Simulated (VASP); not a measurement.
Ta, 2 atoms in the cell. The structure is hexagonal, space group P6_3/mmc (No. 194). The conventional cell has a = 2.863 Å, b = 2.863 Å, c = 5.103 Å, α = 90.00°, β = 90.00°, γ = 120.00°. Ta (site symmetry -6m2) has 12 Ta at 2.86 to 3.04 Å within 3.8 Å. This isn't the form of Ta at room conditions, which is bcc.

```yaml
Program: VASP 6.6.1
Task: single point
Functional: PBEsol
Potentials_or_basis: VASP PAW PBE potentials, release 64 (Ta_pv)
Cutoff: 520 eV
k_mesh: 14 × 14 × 7
Occupations: fermi-dirac, width 0.1 eV
Spin: no spin polarisation
Dipole_correction: no
Further_INCAR_settings: ALGO = Normal; EDIFF = 1e-07; NBANDS = 18
```

Potentials or basis: VASP PAW PBE potentials, release 64 (Ta_pv).

Run with:

```bash
$ cat potpaw_PBE.64/Ta_pv/POTCAR > POTCAR
$ mpirun -np 1 vasp_std > vasp.out
```

Hardware: 1 thread of Intel(R) Xeon(R) 6975P-C (Granite Rapids), with other jobs on the host.

Task: How long does it take, and how much memory?

Result: Wall time 28 s on 1 thread of Intel(R) Xeon(R) 6975P-C (Granite Rapids), with other jobs on the host, peak memory 0.18 GiB. Counts: scf iterations 13, k points 96.
